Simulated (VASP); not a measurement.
# ZnS (rocksalt type) (Fm-3m) in VASP: notebook

The runs below take ZnS (rocksalt type) through single point, relaxation of cell and atoms, with PBE.

All numbers are computed with VASP 6.6.1; they aren't measurements. Logs are shortened: lines on timing, memory, paths and dates and some standing lists are left out, and cuts for length are marked.

## Step 1: The cell of the first run

The structure is cubic, space group Fm-3m (No. 225). Conventional cell: a = 5.146 Å, b = 5.146 Å, c = 5.146 Å, α = 90.00°, β = 90.00°, γ = 90.00°. Zn (site symmetry m-3m) has 6 S at 2.57 Å within 3.4 Å. Within 3.4 Å of S (site symmetry m-3m) lie 6 Zn at 2.57 Å.

## Step 2: Single point, PBE (volume scaled by 1.025)

The input, INCAR:

```
ALGO = Normal
EDIFF = 1E-6
ENCUT = 520
GGA = PE
ISIF = 2
ISMEAR = -1
LASPH = True
LCHARG = False
LREAL = False
LWAVE = False
NBANDS = 16
NELM = 60
PREC = Accurate
SIGMA = 0.05
```

The input, KPOINTS:

```
k-points
0
Gamma
  15 15 15
```

The input, POSCAR:

```
ZnS
1.0
    0.0000000000      2.5728181746      2.5728181746
    2.5728181746      0.0000000000      2.5728181746
    2.5728181746      2.5728181746      0.0000000000
Zn S
1 1
Direct
    0.0000000000      0.0000000000      0.0000000000
    0.5000000000      0.5000000000      0.5000000000
```

Potentials or basis: VASP PAW PBE potentials, release 64 (Zn, S).

Launch:

```
cat potpaw_PBE.64/Zn/POTCAR potpaw_PBE.64/S/POTCAR > POTCAR
mpirun -np 1 vasp_std > vasp.out
```

OUTCAR:

```text
EDIFF = 1E-6
   ENCUT = 520
   GGA = PE
   ISIF = 2
   ISMEAR = -1
   LASPH = True
   LREAL = False
   NELM = 60
   PREC = Accurate

 ion  position               nearest neighbor table
   1  0.000  0.000  0.000-   2 2.57   2 2.57   2 2.57   2 2.57   2 2.57   2 2.57
   2  0.500  0.500  0.500-   1 2.57   1 2.57   1 2.57   1 2.57   1 2.57   1 2.57

  LATTYP: Found a face centered cubic cell.
 ALAT       =     5.1456363492

  Lattice vectors:

 A1 = (   0.0000000000,   2.5728181746,   2.5728181746)
 A2 = (   2.5728181746,   0.0000000000,   2.5728181746)
 A3 = (   2.5728181746,   2.5728181746,   0.0000000000)

Analysis of symmetry for initial positions (statically):
=====================================================================
 Subroutine PRICEL returns:
 Original cell was already a primitive cell.

 Routine SETGRP: Setting up the symmetry group for a
 face centered cubic supercell.

 Subroutine GETGRP returns: Found 48 space group operations
 (whereof 48 operations were pure point group operations)
 out of a pool of 48 trial point group operations.

The static configuration has the point symmetry O_h .

Analysis of symmetry for dynamics (positions and initial velocities):
=====================================================================
 Subroutine PRICEL returns:
 Original cell was already a primitive cell.

 Routine SETGRP: Setting up the symmetry group for a
 face centered cubic supercell.

 Subroutine GETGRP returns: Found 48 space group operations
 (whereof 48 operations were pure point group operations)
 out of a pool of 48 trial point group operations.

The dynamic configuration has the point symmetry O_h .

 Subroutine INISYM returns: Found 48 space group operations
 (whereof 48 operations are pure point group operations),
 and found     1 'primitive' translations

----------------------------------------------------------------------------------------

                                     Primitive cell

  volume of cell :      34.0610

  direct lattice vectors                    reciprocal lattice vectors
     0.000000000  2.572818175  2.572818175    -0.194339423  0.194339423  0.194339423
     2.572818175  0.000000000  2.572818175     0.194339423 -0.194339423  0.194339423
     2.572818175  2.572818175  0.000000000     0.194339423  0.194339423 -0.194339423

  length of vectors
     3.638514356  3.638514356  3.638514356     0.336605755  0.336605755  0.336605755

  position of ions in fractional coordinates (direct lattice)
     0.000000000  0.000000000  0.000000000
     0.500000000  0.500000000  0.500000000

[... 77 lines left out ...]
   LREAL  =      F    real-space projection
   EDIFFG = 0.1E-04   stopping-criterion for IOM
   NSW    =      0    number of steps for IOM
   IBRION =     -1    ionic relax: 0-MD 1-quasi-New 2-CG
   NFREE  =      0    steps in history (QN), initial steepest desc. (CG)
   ISIF   =      2    stress and relaxation
   ISYM   =      2    0-nonsym 1-usesym 2-fastsym
   POTIM  = 0.5000    time-step for ionic-motion
   TEBEG  =    0.0;   TEEND  =   0.0 temperature during run
   PSTRESS=    0.0 pullay stress
   NELECT =      18.0000    total number of electrons
   NUPDOWN=      -1.0000    fix difference up-down
   EMIN   =  10.00;   EMAX   =-10.00  energy-range for DOS
   EFERMI =   0.00;   METHOD = LEGACY
   ISMEAR =    -1;   SIGMA  =   0.05  broadening in eV -4-tet -1-fermi 0-gaus
   EFERMI_NEDOS =   21; number of points for ismear=-14 and -15
   IALGO  =     38    algorithm
   IMIX   =      4    mixing-type and parameters
     AMIX     =   0.40;   BMIX     =  1.00
     AMIX_MAG =   1.60;   BMIX_MAG =  1.00
  volume/ion in A,a.u.               =      17.03       114.93
  Fermi-wavevector in a.u.,A,eV,Ry     =   1.323569  2.501183 23.835159  1.751835
  Thomas-Fermi vector in A             =   2.453167
   LORBIT       =      0    0 simple, 1 ext, 2 COOP (PROOUT), +10 PAW based schemes
   GGA     = PE    functional components
   LHFCALC =     F    Hartree Fock is set to
   AEXX    =    0.0000 exact exchange contribution
   IVDW    =     0    specifies the selected vdW correction
   LEPSILON=     F    determine dielectric tensor
   LRPA    =     F    only Hartree local field effects (RPA)
 non-spin polarized calculation
  energy-cutoff  :      520.00
  volume of cell :       34.06
 maximum number of plane-waves:       941
   NGX = 13   NGY = 13   NGZ = 13

 number of electron      17.9999992 magnetization

 Free energy of the ion-electron system (eV)
  ---------------------------------------------------
  ext. energy  EPLUGINS =         0.00000000
  ---------------------------------------------------
  free energy    TOTEN  =        -6.21137286 eV

  energy without entropy =       -6.20927269  energy(sigma->0) =       -6.21032277

 E-fermi :   3.6180     XC(G=0): -10.6662

 val. band max:        3.5593941931   @ k =  -0.4667   0.4667   0.0000
 cond. band min:       3.7664779826   @ k =   0.4667   0.4000   0.0000
 fundamental gap:      0.2070837896
 Fermi energy:         3.6179614588

 k-point     1 :       0.0000    0.0000    0.0000
  band No.  band energies     occupation
      1     -10.0234      2.00000
      2      -2.6630      2.00000
      3      -2.6630      2.00000
      4      -2.6494      2.00000
      5      -2.6494      2.00000
      6      -2.6494      2.00000
[... 433 lines left out ...]
      3      -2.6864      2.00000
      4      -2.6726      2.00000
      5      -2.6181      2.00000
      6      -2.6022      2.00000
[... 8 lines left out ...]
     15      15.5445      0.00000
     16      16.3804      0.00000

 [... further k-points ...]

------------------------ aborting loop because EDIFF is reached ----------------------------------------

  FORCE on cell =-STRESS in cart. coord.  units (eV):
  Direction    XX          YY          ZZ          XY          YZ          ZX
  --------------------------------------------------------------------------------------
  -------------------------------------------------------------------------------------
  Total       -0.4066120     -0.4066120     -0.4066120     -0.0000000     -0.0000000      0.0000000
  in kB      -19.1264110    -19.1264110    -19.1264110     -0.0000000     -0.0000000      0.0000000
  external PRESSURE =     -19.1264110 kB  Pullay stress =       0.0000000 kB

 VOLUME and BASIS-vectors are now :
 -----------------------------------------------------------------------------
  energy-cutoff  :      520.00
  volume of cell :       34.06
      direct lattice vectors                 reciprocal lattice vectors
     0.000000000  2.572818175  2.572818175    -0.194339423  0.194339423  0.194339423
     2.572818175  0.000000000  2.572818175     0.194339423 -0.194339423  0.194339423
     2.572818175  2.572818175  0.000000000     0.194339423  0.194339423 -0.194339423

 POSITION                                       TOTAL-FORCE (eV/Angst)
 -----------------------------------------------------------------------------------
      0.00000      0.00000      0.00000        -0.000000      0.000000     -0.000000
      2.57282      2.57282      2.57282         0.000000     -0.000000      0.000000
 -----------------------------------------------------------------------------------
    total drift:                               -0.000000      0.000000      0.000000

  FREE ENERGIE OF THE ION-ELECTRON SYSTEM (eV)
  ---------------------------------------------------
  free  energy   TOTEN  =        -6.2113728581 eV

  energy  without entropy=       -6.2092726869  energy(sigma->0) =       -6.21032277
```

stdout:

```text
POSCAR found type information on POSCAR ZnS
 POSCAR found :  2 types and       2 ions
 scaLAPACK will be used
 LDA part: xc-table for (Slater+PW92), standard interpolation
 POSCAR, INCAR and KPOINTS ok, starting setup
 FFT: planning ... GRIDC
 FFT: planning ... GRID_SOFT
 FFT: planning ... GRID
 WAVECAR not read
 entering main loop
```

It took 36 s on 1 thread of Intel Xeon 6975P-C (Granite Rapids), shared host; peak memory 0.2 GiB.

Results:

* Free energy: -6.2114 eV
* Pressure: -1.9 GPa
* Band gap on the k mesh: zero (band 9 reaches 3.54 eV, above the bottom of band 10 at 3.31 eV)

Levels at points of the mesh, in eV from the Fermi level:
| k point | band 7 | band 8 | band 9 | band 10 | band 11 | band 12 |
| --- | --- | --- | --- | --- | --- | --- |
| (0.00, 0.00, 0.00) | -0.62 | -0.62 | -0.62 | 1.55 | 9.00 | 9.00 |

Caveat: the cell differs from its parent crystal (volume scaled by 1.025).

## Step 3: Single point, PBE (volume scaled by 1.05)

The input, INCAR:

```
SYSTEM = ZnS
  ALGO = Normal
  EDIFF = 1E-6
  ENCUT = 520
  GGA = PE
  ISIF = 2
  ISMEAR = -1
  LASPH = .TRUE.
  LCHARG = .TRUE.
  LELF = .TRUE.
  LREAL = .FALSE.
  LVHAR = .TRUE.
  LWAVE = .FALSE.
  NBANDS = 16
  NELM = 100
  PREC = Accurate
  SIGMA = 0.05
```

The input, KPOINTS:

```
k-points
0
G
  15 15 15
  0 0 0
```

The input, POSCAR:

```
ZnS
1.0
    0.0000000000      2.5935676044      2.5935676044
    2.5935676044      0.0000000000      2.5935676044
    2.5935676044      2.5935676044      0.0000000000
Zn S
1 1
Direct
    0.0000000000      0.0000000000      0.0000000000
    0.5000000000      0.5000000000      0.5000000000
```

Potentials or basis: VASP PAW PBE potentials, release 64 (Zn, S).

Launch:

```
cat potpaw_PBE.64/Zn/POTCAR potpaw_PBE.64/S/POTCAR > POTCAR
mpirun -np 1 vasp_std > vasp.out
```

Wall time 45 s (1 thread of Intel Xeon 6975P-C (Granite Rapids), shared host); peak memory 0.19 GiB.

Results (log left out):

```yaml
Free_energy: -6.1971 eV
Pressure: -3.7 GPa
Band_gap_on_the_k_mesh: zero (band 9 reaches 3.30 eV, above the bottom of band 10 at 3.07 eV)
```

Levels at points of the mesh, in eV from the Fermi level:
| k point | band 5 | band 6 | band 7 | band 8 | band 9 | band 10 | band 11 | band 12 | band 13 | band 14 |
| --- | --- | --- | --- | --- | --- | --- | --- | --- | --- | --- |
| (0.00, 0.00, 0.00) | -6.22 | -6.22 | -0.59 | -0.59 | -0.59 | 1.39 | 9.01 | 9.01 | 9.01 | 11.14 |

Caveat: the cell differs from its parent crystal (volume scaled by 1.05).

## Step 4: Relaxation of cell and atoms, PBE

This run uses another cell than the first one, of 12.58 Å³/atom, 0.739 times its volume.

The input, INCAR:

```
SYSTEM = ZnS
PREC = Accurate
ENCUT = 600
EDIFF = 1E-7
ISMEAR = -1
SIGMA = 0.05
LREAL = .FALSE.
LASPH = .TRUE.
NELM = 80
ALGO = Normal
ISIF = 3
LWAVE = .FALSE.
LCHARG = .FALSE.
GGA = PE
IBRION = 2
NSW = 100
EDIFFG = -0.005
```

The input, KPOINTS:

```
regular mesh
0
G
  15 15 15
  0 0 0
```

The input, POSCAR:

```
ZnS
1.0
    0.0000000000      2.3257586486      2.3257586486
    2.3257586486      0.0000000000      2.3257586486
    2.3257586486      2.3257586486      0.0000000000
Zn S
1 1
Direct
    0.0000000000      0.0000000000      0.0000000000
    0.5000000000      0.5000000000      0.5000000000
```

Launch:

```
cat potpaw_PBE.64/Zn/POTCAR potpaw_PBE.64/S/POTCAR > POTCAR
mpirun -np 1 vasp_std > vasp.out
```

Wall time 91 s (1 thread of Intel Xeon Platinum 8488C (Sapphire Rapids), shared host); peak memory 0.2 GiB.

Results (log left out):

```
Free energy                            : -6.2137 eV
Relaxed volume                         : 16.64 Å³/atom
Relaxed cell                           : a = 3.610 Å, b = 3.610 Å, c = 3.610 Å, α = 60.00°, β = 60.00°, γ = 60.00°
Space group after relaxing (to 0.05 Å) : Fm-3m (No. 225)
Energy gained by relaxing              : 444.8 meV/atom
Ionic steps                            : 3
Pressure after relaxing                : 0.0 GPa
Band gap on the k mesh                 : zero (band 9 reaches 3.79 eV, above the bottom of band 10 at 3.55 eV)
```

Step by step:
| step | energy change (eV) | largest force (eV/Å) | pressure (GPa) | volume (Å³) |
| --- | --- | --- | --- | --- |
| 1 | 0.0000 | 0.0000 | 45.25 | 25.16 |
| 2 | -0.5986 | 0.0000 | -10.90 | 40.44 |
| 3 | -0.8896 | 0.0000 | 0.03 | 33.27 |

Final structure:
```xyz
2
Lattice="0.0000 2.5529 2.5529 2.5529 0.0000 2.5529 2.5529 2.5529 0.0000" Properties=species:S:1:pos:R:3 pbc="T T T"
Zn    0.0000    0.0000    0.0000
S     2.5529    2.5529    2.5529
```

Levels at points of the mesh, in eV from the Fermi level:
| k point | band 5 | band 6 | band 7 | band 8 | band 9 | band 10 | band 11 | band 12 | band 13 |
| --- | --- | --- | --- | --- | --- | --- | --- | --- | --- |
| (0.00, 0.00, 0.00) | -6.32 | -6.32 | -0.65 | -0.65 | -0.65 | 1.71 | 8.99 | 8.99 | 8.99 |

Caveat: the volume moved by over 15 % at a fixed basis, so the end points are rough.

## Step 5: The runs side by side

| task | cell | cutoff (eV) | gap on the mesh (eV) | pressure (GPa) |
| --- | --- | --- | --- | --- |
| single point | a = 3.639 Å, angles 60.0°, 2 atoms | 520 | none | -1.9 |
| single point | a = 3.668 Å, angles 60.0°, 2 atoms | 520 | none | -3.7 |
| relaxation of cell and atoms | relaxed from a = 3.289 Å, angles 60.0°, 2 atoms | 600 | none | 0.0 |

Alike in all rows: level PBE; potentials or basis VASP PAW PBE potentials, release 64 (Zn, S); no spin polarisation; k mesh 15 × 15 × 15; smearing fermi-dirac 0.05 eV.

Caveats: the volume moved by over 15 % at a fixed basis, so the end points are rough (some runs).

Total energies depend on the potentials used, so only differences within one code and one set of settings carry meaning.
